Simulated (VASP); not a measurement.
# ZnS (P6_3mc) in VASP: further runs, part 2 of 2

VASP 6.6.1. Earlier steps stand in the parts before.

### Step 4. Single point, PBE (strain +1.0%)

INCAR

```
SYSTEM = ZnS
  PREC = Accurate
  ENCUT = 520
  EDIFF = 1E-6
  ISMEAR = -1
  SIGMA = 0.02
  LREAL = .False.
  LASPH = .True.
  NELM = 100
  ALGO = Normal
  ISIF = 2
  LWAVE = .False.
  LCHARG = .False.
  GGA = PE
  NBANDS = 26
```

KPOINTS

```
regular mesh
0
Gamma
  12 12 4
  0 0 0
```

POSCAR

```
ZnS
1.0
    3.8435053652      0.0000000000      0.0000000000
   -1.9217526826      3.3285732859      0.0000000000
    0.0000000000      0.0000000000      6.3064330422
Zn S
2 2
Direct
    0.3333333333      0.6666666667      0.0003381268
    0.6666666667      0.3333333333      0.5003381268
    0.3333333333      0.6666666667      0.3746618732
    0.6666666667      0.3333333333      0.8746618732
```

Potentials or basis: VASP PAW PBE potentials, release 64 (Zn, S).

Launch:

```console
cat potpaw_PBE.64/Zn/POTCAR potpaw_PBE.64/S/POTCAR > POTCAR
mpirun -np 1 vasp_std > vasp.out
```

OUTCAR:

```text
SYSTEM = ZnS
   PREC = Accurate
   ENCUT = 520
   EDIFF = 1E-6
   ISMEAR = -1
   LREAL = .False.
   LASPH = .True.
   NELM = 100
   ISIF = 2
   GGA = PE

 ion  position               nearest neighbor table
   1  0.333  0.667  0.000-   4 2.36   4 2.36   4 2.36   3 2.36
   2  0.667  0.333  0.500-   3 2.36   3 2.36   3 2.36   4 2.36
   3  0.333  0.667  0.375-   2 2.36   2 2.36   2 2.36   1 2.36
   4  0.667  0.333  0.875-   1 2.36   1 2.36   1 2.36   2 2.36

  LATTYP: Found a hexagonal cell.
 ALAT       =     3.8435053652
 C/A-ratio  =     1.6408024558
[... 896 lines left out ...]
  --------------------------------------------------------------------------------------
  -------------------------------------------------------------------------------------
  Total        0.1006839      0.1006839      0.0897035      0.0000000      0.0000000      0.0000000
  in kB        1.9994080      1.9994080      1.7813546      0.0000000      0.0000000      0.0000000
  external PRESSURE =       1.9267235 kB  Pullay stress =       0.0000000 kB

 VOLUME and BASIS-vectors are now :
 -----------------------------------------------------------------------------
  energy-cutoff  :      520.00
  volume of cell :       80.68
      direct lattice vectors                 reciprocal lattice vectors
     3.843505365  0.000000000  0.000000000     0.260179161  0.150214508  0.000000000
    -1.921752683  3.328573286  0.000000000     0.000000000  0.300429017  0.000000000
     0.000000000  0.000000000  6.306433042     0.000000000  0.000000000  0.158568242

 POSITION                                       TOTAL-FORCE (eV/Angst)
 -----------------------------------------------------------------------------------
     -0.00000      2.21905      0.00213         0.000000     -0.000000     -0.002721
      1.92175      1.10952      3.15535        -0.000000      0.000000     -0.002721
     -0.00000      2.21905      2.36278         0.000000      0.000000      0.002721
      1.92175      1.10952      5.51600        -0.000000     -0.000000      0.002721
 -----------------------------------------------------------------------------------
    total drift:                               -0.000000      0.000000      0.000029

  FREE ENERGIE OF THE ION-ELECTRON SYSTEM (eV)
  ---------------------------------------------------
  free  energy   TOTEN  =       -13.6937178263 eV

  energy  without entropy=      -13.6937178263  energy(sigma->0) =      -13.69371783
```

It took 91 s on 1 thread of Intel Xeon Platinum 8259CL at 2.50GHz (Skylake/Cascade Lake), shared host; peak memory 0.25 GiB.

What came out:

| Item | Value |
| --- | --- |
| Free energy | -13.6937 eV |
| Pressure | 0.2 GPa |
| Band gap on the k mesh | 2.08 eV |

Forces on the atoms (eV/Å):
```
Zn   0.000  0.000 -0.003
Zn   0.000  0.000 -0.003
S    0.000  0.000  0.003
S    0.000  0.000  0.003
```

Levels at points of the mesh, in eV from the valence-band top:
```tsv
k point	band 15	band 16	band 17	band 18	band 19	band 20	band 21	band 22
(0.00, 0.00, 0.00)	-0.86	-0.08	0.00	0.00	2.08	3.06	6.33	6.33
(0.50, 0.00, 0.00)	-3.15	-2.14	-1.61	-0.85	3.69	4.18	5.14	6.93
(0.00, 0.00, 0.50)	-0.45	-0.45	-0.45	-0.45	3.48	3.48	6.76	6.76
(0.50, 0.00, 0.50)	-1.57	-1.57	-1.54	-1.54	3.54	3.54	5.24	5.24
```

Caveat: the cell differs from its parent crystal (strain +1.0%).

### Step 5. Single point, PBE (strain +2.0%)

INCAR

```
SYSTEM = ZnS
ALGO     = Normal         ! electronic algorithm
EDIFF    = 1E-7           ! SCF threshold, eV
ENCUT    = 520            ! plane-wave cutoff, eV
GGA      = PE             ! functional
ISIF     = 2              ! what is computed and relaxed
ISMEAR   = -1             ! smearing method
LASPH    = .TRUE.         ! aspherical terms in the spheres
LCHARG   = .FALSE.        ! write CHGCAR
LREAL    = .FALSE.        ! projectors in reciprocal space
LWAVE    = .FALSE.        ! write WAVECAR
NBANDS   = 26             ! bands
NELM     = 60             ! most SCF steps
PREC     = Accurate       ! precision mode
SIGMA    = 0.02           ! smearing width, eV
```

KPOINTS

```
k-points
0
G
  12 12 4
  0 0 0
```

POSCAR

```
ZnS
1.0
    3.8815598738      0.0000000000      0.0000000000
   -1.9407799369      3.3615294570      0.0000000000
    0.0000000000      0.0000000000      6.3688729733
Zn S
2 2
Direct
    0.3333333333      0.6666666667      0.0001681612
    0.6666666667      0.3333333333      0.5001681612
    0.3333333333      0.6666666667      0.3748318388
    0.6666666667      0.3333333333      0.8748318388
```

Launch:

```console
cat potpaw_PBE.64/Zn/POTCAR potpaw_PBE.64/S/POTCAR > POTCAR
mpirun -np 1 vasp_std > vasp.out
```

It took 1.8 min on 1 thread of Intel Xeon Platinum 8259CL at 2.50GHz (Skylake/Cascade Lake), shared host; peak memory 0.25 GiB.

It converged, with:

| Property | Result |
| --- | --- |
| Free energy | -13.6821 eV |
| Pressure | -1.7 GPa |
| Band gap on the k mesh | 1.95 eV |

Stress tensor (GPa, compression positive):
```
-1.71  0.00  0.00
 0.00 -1.71  0.00
 0.00  0.00 -1.82
```

Levels at points of the mesh, in eV from the valence-band top:
| k point | band 14 | band 15 | band 16 | band 17 | band 18 | band 19 | band 20 | band 21 | band 22 | band 23 |
| --- | --- | --- | --- | --- | --- | --- | --- | --- | --- | --- |
| (0.00, 0.00, 0.00) | -0.81 | -0.81 | -0.07 | 0.00 | 0.00 | 1.95 | 3.00 | 6.35 | 6.35 | 6.59 |
| (0.50, 0.00, 0.00) | -3.91 | -3.01 | -2.04 | -1.53 | -0.81 | 3.70 | 4.10 | 5.16 | 6.94 | 7.16 |
| (0.00, 0.00, 0.50) | -2.74 | -0.42 | -0.42 | -0.42 | -0.42 | 3.39 | 3.39 | 6.69 | 6.69 | 6.79 |
| (0.50, 0.00, 0.50) | -4.60 | -1.50 | -1.50 | -1.47 | -1.47 | 3.52 | 3.52 | 5.25 | 5.25 | 8.73 |

Caveat: the cell differs from its parent crystal (strain +2.0%). A k mesh can miss the band edges.

### Step 6. The runs side by side

```tsv
cell	gap on the mesh (eV)	pressure (GPa)
a = 3.767, b = 3.767, c = 6.182 Å, angles 90.0, 90.0, 120.0°, 4 atoms, atomic positions A	2.36	5.0
a = 3.805, b = 3.805, c = 6.244 Å, angles 90.0, 90.0, 120.0°, 4 atoms, atomic positions B	2.22	2.4
a = 3.844, b = 3.844, c = 6.306 Å, angles 90.0, 90.0, 120.0°, 4 atoms, atomic positions B	2.08	0.2
a = 3.882, b = 3.882, c = 6.369 Å, angles 90.0, 90.0, 120.0°, 4 atoms, atomic positions C	1.95	-1.7
```

Alike in all rows: task single point; level PBE; potentials or basis VASP PAW PBE potentials, release 64 (Zn, S); no spin polarisation; k mesh 12 × 12 × 4; cutoff (eV) 520; smearing fermi-dirac 0.02 eV.

Caveats: the cell stands under pressure (at least some runs).

Total energies depend on the potentials used, so only differences within one code and one set of settings carry meaning.
